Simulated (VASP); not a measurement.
A run of VASP 6.6.1 is set up as follows.

The input INCAR:

```
SYSTEM = Pd
PREC = Accurate
ENCUT = 500
EDIFF = 1E-6
ISMEAR = 0
SIGMA = 0.1
LREAL = .FALSE.
LASPH = .TRUE.
NELM = 120
ALGO = Normal
ISIF = 2
LWAVE = .FALSE.
LCHARG = .FALSE.
GGA = PE
IVDW = 12
NBANDS = 11
GGA_COMPAT = .FALSE.
```

KPOINTS

```
Automatic mesh
0
G
  8 8 8
  0 0 0
```

The input POSCAR:

```
Pd
1.0
   -1.5431889841      1.5431889841      1.5431889841
    1.5431889841     -1.5431889841      1.5431889841
    1.5431889841      1.5431889841     -1.5431889841
Pd
1
Direct
    0.0000000000      0.0000000000      0.0000000000
```

Potentials or basis: VASP PAW PBE potentials, release 64 (Pd).

Run with:

```bash
$ cat potpaw_PBE.64/Pd/POTCAR > POTCAR
$ mpirun -np 1 vasp_std > vasp.out
```

Question: Predict the dispersion energy per atom.

Answer: -0.670 eV.

Question: Estimate the band gap on the k mesh.

Answer: Zero (band 5 reaches 10.46 eV, above the bottom of band 6 at 8.87 eV).
